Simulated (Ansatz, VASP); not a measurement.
# One calculation of Sn3H, two programs

Contents of INCAR:

```
SYSTEM = Sn3H
PREC     = Accurate       ! precision mode
ENCUT    = 520            ! plane-wave cutoff, eV
EDIFF    = 1E-6           ! SCF threshold, eV
ISMEAR   = 0              ! smearing method
SIGMA    = 0.1            ! smearing width, eV
LREAL    = .False.        ! projectors in reciprocal space
LASPH    = .True.         ! aspherical terms in the spheres
NELM     = 80             ! most SCF steps
ALGO     = Normal         ! electronic algorithm
ISIF     = 2              ! what is computed and relaxed
LWAVE    = .False.        ! write WAVECAR
LCHARG   = .False.        ! write CHGCAR
GGA      = PE             ! functional
NBANDS   = 30             ! bands
```

The input KPOINTS:

```
regular mesh
0
Gamma
  4 4 4
  0 0 0
```

File POSCAR:

```
Sn3H
1.0
   -2.8602129900      2.8602129900      2.8602129900
    2.8602129900     -2.8602129900      2.8602129900
    2.8602129900      2.8602129900     -2.8602129900
Sn H
3 1
Direct
    0.0000000000      0.5000000000      0.5000000000
    0.5000000000      0.0000000000      0.5000000000
    0.5000000000      0.5000000000      0.0000000000
    0.0000000000      0.0000000000      0.0000000000
```

Input for Ansatz:

```yaml
crystal:
  lattice:
    - [-2.86021299, 2.86021299, 2.86021299]
    - [2.86021299, -2.86021299, 2.86021299]
    - [2.86021299, 2.86021299, -2.86021299]
  atoms:
    - { symbol: Sn, position: [0.0, 0.5, 0.5] }
    - { symbol: Sn, position: [0.5, 0.0, 0.5] }
    - { symbol: Sn, position: [0.5, 0.5, 0.0] }
    - { symbol: H, position: [0.0, 0.0, 0.0] }
basis:
  ecutwfc: 420
kpoints:
  mp_grid: { grid: [4, 4, 4] }
hamiltonian:
  xc: pbe
scf:
  occupations: { method: gaussian, width: 0.1 }
  lower_state_search: "off"
output:
  forces: true
  stress: true
  eigenvalues: true
```

Change from the starting cell: species swapped into the Sb3Au type (Im-3m, No. 229).

Alike in both runs: task single point; functional PBE; k mesh 4 × 4 × 4; occupations gaussian, width 0.1 eV; no spin polarisation.

|  | VASP | Ansatz |
| --- | --- | --- |
| version | VASP 6.6.1 | Ansatz 0.2.0 |
| potentials or method | VASP PAW PBE potentials, release 64 (Sn_d, H), cutoff 520 eV | scalar-relativistic, plane waves, PAW |
| valence electrons in the cell | 43 | 43 |

VASP gave:

| Quantity | Value |
| --- | --- |
| gap on the k mesh at the Fermi level (eV) | none |
| pressure (GPa) | 5.2 |

Q: What did Ansatz give for the same quantities?

A: gap on the k mesh at the Fermi level (eV): none; pressure (GPa): 5.3.

A gap of «none» marks a metal or a gap that the smearing closes. With one functional, cell and mesh, what is left measures potentials, basis and numerics.

The k mesh is coarse, so the values compare programs but aren't converged.
